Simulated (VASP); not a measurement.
# KF (Pm-3m) in VASP: further runs

Aim: see how the results for KF move with the level of theory and the settings. Levels: PBE, HSE06. Tasks: single point.

Program: VASP 6.6.1. These are calculated values, not measurements. Logs are shortened: lines on timing, memory, paths and dates and some standing lists are left out, and cuts for length are marked.

## (1) The cell of the first run

It takes space group Pm-3m (No. 221, cubic). Conventional cell: a = 3.179 Å, b = 3.179 Å, c = 3.179 Å, α = 90.00°, β = 90.00°, γ = 90.00°. K (site symmetry m-3m) has 8 F at 2.75 Å and 6 K at 3.18 Å within 3.6 Å. Within 3.6 Å of F (site symmetry m-3m) lie 8 K at 2.75 Å and 6 F at 3.18 Å.

## (2) Single point, PBE

INCAR reads:

```
SYSTEM = KF
ALGO = Normal ; EDIFF = 1E-6
ENCUT = 520 ; GGA = PE
ISIF = 2 ; ISMEAR = 0
LASPH = .True. ; LCHARG = .False.
LREAL = .False. ; LWAVE = .False.
NBANDS = 15 ; NELM = 80
PREC = Accurate ; SIGMA = 0.01
```

KPOINTS reads:

```
k-points
0
Gamma
  6 6 6
  0 0 0
```

POSCAR reads:

```
KF
1.0
    3.1788706815      0.0000000000      0.0000000000
    0.0000000000      3.1788706815      0.0000000000
    0.0000000000      0.0000000000      3.1788706815
K F
1 1
Direct
    0.0000000000      0.0000000000      0.0000000000
    0.5000000000      0.5000000000      0.5000000000
```

Potentials or basis: VASP PAW PBE potentials, release 64 (K_sv, F).

Command:

```bash
> cat potpaw_PBE.64/K_sv/POTCAR potpaw_PBE.64/F/POTCAR > POTCAR
> mpirun -np 1 vasp_std > vasp.out
```

OUTCAR:

```text
SYSTEM = KF
   EDIFF = 1E-6
   ENCUT = 520
   GGA = PE
   ISIF = 2
   ISMEAR = 0
   LASPH = .True.
   LREAL = .False.
   NELM = 80
   PREC = Accurate

 ion  position               nearest neighbor table
   1  0.000  0.000  0.000-   2 2.75   2 2.75   2 2.75   2 2.75   2 2.75   2 2.75   2 2.75   2 2.75

   2  0.500  0.500  0.500-   1 2.75   1 2.75   1 2.75   1 2.75   1 2.75   1 2.75   1 2.75   1 2.75

  LATTYP: Found a simple cubic cell.
 ALAT       =     3.1788706815

  Lattice vectors:

 A1 = (   3.1788706815,   0.0000000000,   0.0000000000)
 A2 = (   0.0000000000,   3.1788706815,   0.0000000000)
 A3 = (   0.0000000000,   0.0000000000,   3.1788706815)

Analysis of symmetry for initial positions (statically):
=====================================================================
 Subroutine PRICEL returns:
 Original cell was already a primitive cell.

 Routine SETGRP: Setting up the symmetry group for a
 simple cubic supercell.

 Subroutine GETGRP returns: Found 48 space group operations
 (whereof 48 operations were pure point group operations)
 out of a pool of 48 trial point group operations.

The static configuration has the point symmetry O_h .

Analysis of symmetry for dynamics (positions and initial velocities):
=====================================================================
 Subroutine PRICEL returns:
 Original cell was already a primitive cell.

 Routine SETGRP: Setting up the symmetry group for a
 simple cubic supercell.

 Subroutine GETGRP returns: Found 48 space group operations
 (whereof 48 operations were pure point group operations)
 out of a pool of 48 trial point group operations.

The dynamic configuration has the point symmetry O_h .

 Subroutine INISYM returns: Found 48 space group operations
 (whereof 48 operations are pure point group operations),
 and found     1 'primitive' translations

----------------------------------------------------------------------------------------

                                     Primitive cell

  volume of cell :      32.1232

  direct lattice vectors                    reciprocal lattice vectors
     3.178870681  0.000000000  0.000000000     0.314577125  0.000000000  0.000000000
     0.000000000  3.178870681  0.000000000     0.000000000  0.314577125  0.000000000
     0.000000000  0.000000000  3.178870681     0.000000000  0.000000000  0.314577125

[... 86 lines left out ...]
   POTIM  = 0.5000    time-step for ionic-motion
   TEBEG  =    0.0;   TEEND  =   0.0 temperature during run
   PSTRESS=    0.0 pullay stress
   NELECT =      16.0000    total number of electrons
   NUPDOWN=      -1.0000    fix difference up-down
   EMIN   =  10.00;   EMAX   =-10.00  energy-range for DOS
   EFERMI =   0.00;   METHOD = LEGACY
   ISMEAR =     0;   SIGMA  =   0.01  broadening in eV -4-tet -1-fermi 0-gaus
   EFERMI_NEDOS =   21; number of points for ismear=-14 and -15
   IALGO  =     38    algorithm
   IMIX   =      4    mixing-type and parameters
     AMIX     =   0.40;   BMIX     =  1.00
     AMIX_MAG =   1.60;   BMIX_MAG =  1.00
  volume/ion in A,a.u.               =      16.06       108.39
  Fermi-wavevector in a.u.,A,eV,Ry     =   1.297703  2.452303 22.912660  1.684033
  Thomas-Fermi vector in A             =   2.429078
   LORBIT       =      0    0 simple, 1 ext, 2 COOP (PROOUT), +10 PAW based schemes
   GGA     = PE    functional components
   LHFCALC =     F    Hartree Fock is set to
   AEXX    =    0.0000 exact exchange contribution
   IVDW    =     0    specifies the selected vdW correction
   LEPSILON=     F    determine dielectric tensor
   LRPA    =     F    only Hartree local field effects (RPA)
 non-spin polarized calculation
 Gauss-broadening in eV      SIGMA  =   0.01
  energy-cutoff  :      520.00
  volume of cell :       32.12
 maximum number of plane-waves:       912
 NGX is ok and might be reduce to    24
   NGX = 11   NGY = 11   NGZ = 11

 number of electron      15.9999985 magnetization

 Free energy of the ion-electron system (eV)
  ---------------------------------------------------
  ext. energy  EPLUGINS =         0.00000000
  ---------------------------------------------------
  free energy    TOTEN  =        -8.06831899 eV

  energy without entropy =       -8.06831899  energy(sigma->0) =       -8.06831899

 E-fermi :  -1.6520     XC(G=0):  -9.3917

 val. band max:       -1.7924675138   @ k =   0.5000   0.5000   0.0000
 cond. band min:       5.0041566188   @ k =   0.0000   0.0000   0.0000
 fundamental gap:      6.7966241325
 Fermi energy:        -1.6519870117

 k-point     1 :       0.0000    0.0000    0.0000
  band No.  band energies     occupation
      1     -28.6514      2.00000
      2     -20.7571      2.00000
      3     -11.5832      2.00000
      4     -11.5832      2.00000
      5     -11.5832      2.00000
      6      -1.8300      2.00000
      7      -1.8300      2.00000
      8      -1.8300      2.00000
      9       5.0042      0.00000
     10       6.5819      0.00000
     11       6.5819      0.00000
     12      12.4923      0.00000
     13      12.4923      0.00000
     14      12.4923      0.00000
[... 329 lines left out ...]
      2     -20.5700      2.00000
      3     -12.2628      2.00000
      4     -12.2628      2.00000
      5     -12.2628      2.00000
      6      -2.9611      2.00000
      7      -2.9611      2.00000
      8      -2.9611      2.00000
      9       8.9893      0.00000
     10       8.9893      0.00000
     11       8.9893      0.00000
     12      14.2779      0.00000
     13      14.2779      0.00000
     14      14.2779      0.00000
     15      14.3344      0.00000

------------------------ aborting loop because EDIFF is reached ----------------------------------------

  FORCE on cell =-STRESS in cart. coord.  units (eV):
  Direction    XX          YY          ZZ          XY          YZ          ZX
  --------------------------------------------------------------------------------------
  -------------------------------------------------------------------------------------
  Total        0.6005921      0.6005921      0.6005921     -0.0000000     -0.0000000     -0.0000000
  in kB       29.9551559     29.9551559     29.9551559     -0.0000000     -0.0000000     -0.0000000
  external PRESSURE =      29.9551559 kB  Pullay stress =       0.0000000 kB

 VOLUME and BASIS-vectors are now :
 -----------------------------------------------------------------------------
  energy-cutoff  :      520.00
  volume of cell :       32.12
      direct lattice vectors                 reciprocal lattice vectors
     3.178870681  0.000000000  0.000000000     0.314577125  0.000000000  0.000000000
     0.000000000  3.178870681  0.000000000     0.000000000  0.314577125  0.000000000
     0.000000000  0.000000000  3.178870681     0.000000000  0.000000000  0.314577125

 POSITION                                       TOTAL-FORCE (eV/Angst)
 -----------------------------------------------------------------------------------
      0.00000      0.00000      0.00000         0.000000      0.000000      0.000000
      1.58944      1.58944      1.58944         0.000000      0.000000      0.000000
 -----------------------------------------------------------------------------------
    total drift:                                0.000000      0.000000     -0.000000

  FREE ENERGIE OF THE ION-ELECTRON SYSTEM (eV)
  ---------------------------------------------------
  free  energy   TOTEN  =        -8.0683189852 eV

  energy  without entropy=       -8.0683189852  energy(sigma->0) =       -8.06831899
```

stdout:

```text
POSCAR found type information on POSCAR K F
 POSCAR found :  2 types and       2 ions
 scaLAPACK will be used
 LDA part: xc-table for (Slater+PW92), standard interpolation
 POSCAR, INCAR and KPOINTS ok, starting setup
 FFT: planning ... GRIDC
 FFT: planning ... GRID_SOFT
 FFT: planning ... GRID
 WAVECAR not read
 entering main loop
```

Run time: 8.6 s. Hardware: 1 thread of Intel Xeon 8259CL, shared host; peak memory 0.14 GiB.

What came out:

- Free energy: -8.0683 eV
- Pressure: 3.0 GPa
- Band gap on the k mesh: 6.80 eV (least direct gap 6.83 eV)

A k mesh can miss the band edges.

## (3) Single point, HSE06

POSCAR is that of step 2.

INCAR.step1 reads:

```
ALGO = Normal ; EDIFF = 1E-5
ENCUT = 520 ; GGA = PE
ISIF = 2 ; ISMEAR = 0
LASPH = T ; LCHARG = F
LREAL = F ; LWAVE = T
NBANDS = 15 ; NELM = 100
PREC = Accurate ; SIGMA = 0.01
```

INCAR.step2 reads:

```
ALGO = Normal ; EDIFF = 1E-6
ENCUT = 520 ; GGA = PE
HFSCREEN = 0.2079 ; ISIF = 2
ISMEAR = 0 ; ISTART = 1
LASPH = T ; LCHARG = F
LHFCALC = T ; LREAL = F
LWAVE = F ; NBANDS = 15
NELM = 100 ; PREC = Accurate
PRECFOCK = Normal ; SIGMA = 0.01
```

KPOINTS reads:

```
k-points
0
Gamma
  4 4 4
```

Potentials or basis: VASP PAW PBE potentials, release 64 (K_sv, F).

Command:

```bash
> cat potpaw_PBE.64/K_sv/POTCAR potpaw_PBE.64/F/POTCAR > POTCAR
> cp INCAR.step1 INCAR
> mpirun -np 1 vasp_std > vasp.out
> cp INCAR.step2 INCAR
> mpirun -np 1 vasp_std > vasp.out
```

OUTCAR:

```text
EDIFF = 1E-6
   ENCUT = 520
   GGA = PE
   HFSCREEN = 0.2079
   ISIF = 2
   ISMEAR = 0
   ISTART = 1
   LASPH = T
   LHFCALC = T
   LREAL = F
   NELM = 100
   PREC = Accurate
   PRECFOCK = Normal

 ion  position               nearest neighbor table
   1  0.000  0.000  0.000-   2 2.75   2 2.75   2 2.75   2 2.75   2 2.75   2 2.75   2 2.75   2 2.75

   2  0.500  0.500  0.500-   1 2.75   1 2.75   1 2.75   1 2.75   1 2.75   1 2.75   1 2.75   1 2.75

  LATTYP: Found a simple cubic cell.
 ALAT       =     3.1788706815

  Lattice vectors:

 A1 = (   3.1788706815,   0.0000000000,   0.0000000000)
 A2 = (   0.0000000000,   3.1788706815,   0.0000000000)
 A3 = (   0.0000000000,   0.0000000000,   3.1788706815)

Analysis of symmetry for initial positions (statically):
=====================================================================
 Subroutine PRICEL returns:
 Original cell was already a primitive cell.

 Routine SETGRP: Setting up the symmetry group for a
 simple cubic supercell.

 Subroutine GETGRP returns: Found 48 space group operations
 (whereof 48 operations were pure point group operations)
 out of a pool of 48 trial point group operations.

The static configuration has the point symmetry O_h .

Analysis of symmetry for dynamics (positions and initial velocities):
=====================================================================
 Subroutine PRICEL returns:
 Original cell was already a primitive cell.

 Routine SETGRP: Setting up the symmetry group for a
 simple cubic supercell.

 Subroutine GETGRP returns: Found 48 space group operations
 (whereof 48 operations were pure point group operations)
 out of a pool of 48 trial point group operations.

The dynamic configuration has the point symmetry O_h .

 Subroutine INISYM returns: Found 48 space group operations
 (whereof 48 operations are pure point group operations),
 and found     1 'primitive' translations

[... 113 lines left out ...]
   HFSCREENC=   0.2079 screening length for correlation (either q_TF or 0.3 A-1)
   ENCUTFOCK=  -1.0 apply spherical cutoff to Coloumb kernel
   IVDW    =     0    specifies the selected vdW correction
   LEPSILON=     F    determine dielectric tensor
   LRPA    =     F    only Hartree local field effects (RPA)
 non-spin polarized calculation
 Gauss-broadening in eV      SIGMA  =   0.01
  energy-cutoff  :      520.00
  volume of cell :       32.12
 maximum number of plane-waves:       912
 NGX is ok and might be reduce to    24
  NGX = 18; NGY = 18; NGZ = 18

 number of electron      15.9999985 magnetization

 Free energy of the ion-electron system (eV)
  ---------------------------------------------------
  ext. energy  EPLUGINS =         0.00000000
  ---------------------------------------------------
  free energy    TOTEN  =        -9.76641713 eV

  energy without entropy =       -9.76641713  energy(sigma->0) =       -9.76641713

 E-fermi :  -3.2882     XC(G=0):  -7.7278

 val. band max:       -3.3904437376   @ k =   0.5000   0.5000   0.0000
 cond. band min:       5.5078451492   @ k =   0.0000   0.0000   0.0000
 fundamental gap:      8.8982888868
 Fermi energy:        -3.2881612104

 k-point     1 :       0.0000    0.0000    0.0000
  band No.  band energies     occupation
      1     -31.7756      2.00000
      2     -23.9096      2.00000
      3     -13.3323      2.00000
      4     -13.3323      2.00000
      5     -13.3323      2.00000
      6      -3.4220      2.00000
      7      -3.4220      2.00000
      8      -3.4220      2.00000
      9       5.5078      0.00000
     10       7.2471      0.00000
     11       7.2471      0.00000
     12      13.6208      0.00000
     13      13.6208      0.00000
     14      13.6208      0.00000
[... 149 lines left out ...]
      2     -23.7192      2.00000
      3     -14.0355      2.00000
      4     -14.0355      2.00000
      5     -14.0355      2.00000
      6      -4.5785      2.00000
      7      -4.5785      2.00000
      8      -4.5785      2.00000
      9       9.8115      0.00000
     10       9.8115      0.00000
     11       9.8115      0.00000
     12      14.9615      0.00000
     13      14.9615      0.00000
     14      14.9615      0.00000
     15      15.6241      0.00000

------------------------ aborting loop because EDIFF is reached ----------------------------------------

  FORCE on cell =-STRESS in cart. coord.  units (eV):
  Direction    XX          YY          ZZ          XY          YZ          ZX
  --------------------------------------------------------------------------------------
  -------------------------------------------------------------------------------------
  Total        0.3437561      0.3437561      0.3437561      0.0000000      0.0000000     -0.0000000
  in kB       17.1451937     17.1451937     17.1451937      0.0000000      0.0000000     -0.0000000
  external PRESSURE =      17.1451937 kB  Pullay stress =       0.0000000 kB

 VOLUME and BASIS-vectors are now :
 -----------------------------------------------------------------------------
  energy-cutoff  :      520.00
  volume of cell :       32.12
      direct lattice vectors                 reciprocal lattice vectors
     3.178870681  0.000000000  0.000000000     0.314577125  0.000000000  0.000000000
     0.000000000  3.178870681  0.000000000     0.000000000  0.314577125  0.000000000
     0.000000000  0.000000000  3.178870681     0.000000000  0.000000000  0.314577125

 POSITION                                       TOTAL-FORCE (eV/Angst)
 -----------------------------------------------------------------------------------
      0.00000      0.00000      0.00000         0.000000      0.000000      0.000000
      1.58944      1.58944      1.58944         0.000000      0.000000      0.000000
 -----------------------------------------------------------------------------------
    total drift:                                0.000000      0.000000      0.000000

  FREE ENERGIE OF THE ION-ELECTRON SYSTEM (eV)
  ---------------------------------------------------
  free  energy   TOTEN  =        -9.7664171336 eV

  energy  without entropy=       -9.7664171336  energy(sigma->0) =       -9.76641713
```

OUTCAR.step1:

```text
EDIFF = 1E-5
   ENCUT = 520
   GGA = PE
   ISIF = 2
   ISMEAR = 0
[... 386 lines left out ...]
 -----------------------------------------------------------------------------------
      0.00000      0.00000      0.00000         0.000000      0.000000      0.000000
      1.58944      1.58944      1.58944         0.000000      0.000000      0.000000
 -----------------------------------------------------------------------------------
    total drift:                                0.000000      0.000000     -0.000000

  FREE ENERGIE OF THE ION-ELECTRON SYSTEM (eV)
  ---------------------------------------------------
  free  energy   TOTEN  =        -8.0680979445 eV

  energy  without entropy=       -8.0680979445  energy(sigma->0) =       -8.06809794
```

Run time: 5 min. Hardware: 1 thread of Intel Xeon 8259CL, shared host; peak memory 0.25 GiB.

Results:

* Free energy: -9.7664 eV
* Pressure: 1.7 GPa
* Band gap on the k mesh: 8.90 eV (least direct gap 8.93 eV)

Caveat: the k points lie up to 0.49 Å⁻¹ apart; the PAW data sets were made with another functional, which shifts forces and pressure a little.
